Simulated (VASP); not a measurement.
A run of VASP 6.6.1 is set up as follows.

File INCAR:

```
SYSTEM = MgO
ALGO     = Normal         ! electronic algorithm
EDIFF    = 1E-6           ! SCF threshold, eV
ENCUT    = 520            ! plane-wave cutoff, eV
GGA      = PS             ! functional
ISIF     = 2              ! what is computed and relaxed
ISMEAR   = 0              ! smearing method
LASPH    = .TRUE.         ! aspherical terms in the spheres
LCHARG   = .FALSE.        ! write CHGCAR
LREAL    = .FALSE.        ! projectors in reciprocal space
LWAVE    = .FALSE.        ! write WAVECAR
NBANDS   = 11             ! bands
NELM     = 60             ! most SCF steps
PREC     = Accurate       ! precision mode
SIGMA    = 0.05           ! smearing width, eV
```

File KPOINTS:

```
k-points
0
G
  10 10 10
  0 0 0
```

The input POSCAR:

```
MgO
1.0
    0.0000000000      2.1071057205      2.0017504345
    2.1071057205      0.0000000000      2.0017504345
    2.1071057205      2.1071057205      0.0000000000
Mg O
1 1
Direct
    0.0000000000      0.0000000000      0.0000000000
    0.5000000000      0.5000000000      0.5000000000
```

Potentials or basis: VASP PAW PBE potentials, release 64 (Mg, O).

Launch:

```sh
$ cat potpaw_PBE.64/Mg/POTCAR potpaw_PBE.64/O/POTCAR > POTCAR
$ mpirun -np 1 vasp_std > vasp.out
```

Q: Estimate the pressure.

A: 9.6 GPa.

Q: Estimate the band gap on the k mesh.

A: 5.07 eV, direct.

Stress tensor (GPa, compression positive):
```
 4.51  0.00  0.00
 0.00  4.51  0.00
 0.00  0.00 19.78
```

Caveat: the cell differs from its parent crystal (strain +0.000 along x and y, -0.050 along z); the PAW data sets were made with another functional, which shifts forces and pressure a little.
